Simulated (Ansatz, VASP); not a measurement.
## Two plane-wave programs on TaN

INCAR

```
  PREC = Accurate
  ENCUT = 520
  EDIFF = 1E-6
  ISMEAR = 0
  SIGMA = 0.1
  LREAL = Auto
  LASPH = T
  NELM = 100
  ALGO = Fast
  ISIF = 2
  LWAVE = F
  LCHARG = F
  LDIPOL = T
  IDIPOL = 3
  DIPOL = 0.5 0.5 0.492
  GGA = PS
  NBANDS = 96
```

KPOINTS

```
Automatic mesh
0
Gamma
  12 6 1
```

File POSCAR:

```
TaN
1.0
    2.8894657411      0.0000000000      0.0000000000
    0.0000000000      5.8607958163      0.0000000000
    0.0000000000      0.0000000000     26.6776367642
Ta N
10 10
Direct
    0.5000000000      0.0000000000      0.2811343473
    0.5000000000      0.5000000000      0.2811343473
    0.0000000000      0.0000000000      0.3749339128
    0.0000000000      0.5000000000      0.3749339128
    0.5000000000      0.0000000000      0.4687334782
    0.5000000000      0.5000000000      0.4687334782
    0.0000000000      0.0000000000      0.5625330436
    0.0000000000      0.5000000000      0.5625330436
    0.5000000000      0.0000000000      0.6563326091
    0.5000000000      0.5000000000      0.6563326091
    0.0000000000      0.7500000000      0.3124008691
    0.5000000000      0.2500000000      0.3436673909
    0.5000000000      0.7500000000      0.4062004346
    0.0000000000      0.2500000000      0.4374669564
    0.0000000000      0.7500000000      0.5000000000
    0.5000000000      0.2500000000      0.5312665218
    0.5000000000      0.7500000000      0.5937995654
    0.0000000000      0.2500000000      0.6250660872
    0.0000000000      0.7500000000      0.6875991309
    0.5000000000      0.2500000000      0.7188656527
```

Input for Ansatz:

```yaml
crystal:
  lattice:
    - [2.8894657411, 0.0, 0.0]
    - [0.0, 5.8607958163, 0.0]
    - [0.0, 0.0, 26.6776367642]
  atoms:
    - { symbol: Ta, position: [0.5, 0.0, 0.2811343473] }
    - { symbol: Ta, position: [0.5, 0.5, 0.2811343473] }
    - { symbol: "N", position: [0.0, 0.75, 0.3124008691] }
    - { symbol: "N", position: [0.5, 0.25, 0.3436673909] }
    - { symbol: Ta, position: [0.0, 0.0, 0.3749339128] }
    - { symbol: Ta, position: [0.0, 0.5, 0.3749339128] }
    - { symbol: "N", position: [0.5, 0.75, 0.4062004346] }
    - { symbol: "N", position: [0.0, 0.25, 0.4374669564] }
    - { symbol: Ta, position: [0.5, 0.0, 0.4687334782] }
    - { symbol: Ta, position: [0.5, 0.5, 0.4687334782] }
    - { symbol: "N", position: [0.0, 0.75, 0.5] }
    - { symbol: "N", position: [0.5, 0.25, 0.5312665218] }
    - { symbol: Ta, position: [0.0, 0.0, 0.5625330436] }
    - { symbol: Ta, position: [0.0, 0.5, 0.5625330436] }
    - { symbol: "N", position: [0.5, 0.75, 0.5937995654] }
    - { symbol: "N", position: [0.0, 0.25, 0.6250660872] }
    - { symbol: Ta, position: [0.5, 0.0, 0.6563326091] }
    - { symbol: Ta, position: [0.5, 0.5, 0.6563326091] }
    - { symbol: "N", position: [0.0, 0.75, 0.6875991309] }
    - { symbol: "N", position: [0.5, 0.25, 0.7188656527] }
basis:
  ecutwfc: 420
kpoints:
  mp_grid: { grid: [12, 6, 1] }
hamiltonian:
  xc: pbesol
scf:
  occupations: { method: gaussian, width: 0.1 }
output:
  forces: true
  stress: true
  eigenvalues: true
efield:
  axis: 3
  dipole_correction: true
  ramp_width: 0.04
```

Alike in both runs: task single point; functional PBEsol; k mesh 12 × 6 × 1; occupations gaussian, width 0.1 eV; no spin polarisation.

|  | VASP | Ansatz |
| --- | --- | --- |
| version | VASP 6.6.1 | Ansatz 0.2.0 |
| potentials or method | VASP PAW PBE potentials, release 64 (Ta_pv, N), cutoff 520 eV | scalar-relativistic, plane waves, PAW |
| valence electrons in the cell | 160 | 180 |

VASP gave:

```
gap on the k mesh at the Fermi level (eV) : none
rms of the force components (eV/Å)        : 1.188
```

Question: What did Ansatz give for the same quantities?

Answer: gap on the k mesh at the Fermi level (eV): none; rms of the force components (eV/Å): 1.192.

VASP's potentials were made for PBE, not for PBEsol. A gap of «none» marks a metal or a gap that the smearing closes. The functional is the same, so the differences come from potentials, cutoffs and numerics. VASP's potentials hold 160 valence electrons a cell and Ansatz's 180, so a difference there can come from the potentials and not from the codes.

Neither program's run includes spin-orbit coupling.
